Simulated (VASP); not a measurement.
The system is Bi.

```
Bi
1.0
    -2.06000    2.06000    2.06000
     2.06000   -2.06000    2.06000
     2.06000    2.06000   -2.06000
Bi
1
Direct
  0.00000 0.00000 0.00000
```

This isn't the form of Bi at room conditions, which is rhombohedral.

- Program: VASP 6.6.1
- Task: relaxation of cell and atoms
- Functional: PBEsol
- Potentials or basis: VASP PAW PBE potentials, release 64 (Bi_d)
- Cutoff: 500 eV
- k mesh: 7 × 7 × 7
- Occupations: methfessel-paxton, width 0.05 eV
- Spin: no spin polarisation

At the start: pressure -5.9 GPa; volume 34.97 Å³/atom.

How do energy, volume and symmetry change on relaxing?

Over 3 steps the energy falls by 93.1 meV/atom and the volume is 30.51 Å³/atom (-12.8 %); space group Im-3m (No. 229, to 0.1 Å) before and after.

Step by step:
| step | energy change (eV) | largest force (eV/Å) | pressure (GPa) | volume (Å³) |
| --- | --- | --- | --- | --- |
| 1 | 0.0000 | 0.0000 | -5.86 | 34.97 |
| 2 | -0.0755 | 0.0000 | 3.74 | 28.88 |
| 3 | -0.0931 | 0.0000 | -0.06 | 30.51 |

Final structure:
```
CELL_PARAMETERS angstrom
-1.96844 1.96844 1.96844
1.96844 -1.96844 1.96844
1.96844 1.96844 -1.96844
ATOMIC_POSITIONS crystal
Bi 0.00000 0.00000 0.00000
```

Caveat: the PAW data sets were made with another functional, which shifts forces and pressure a little.
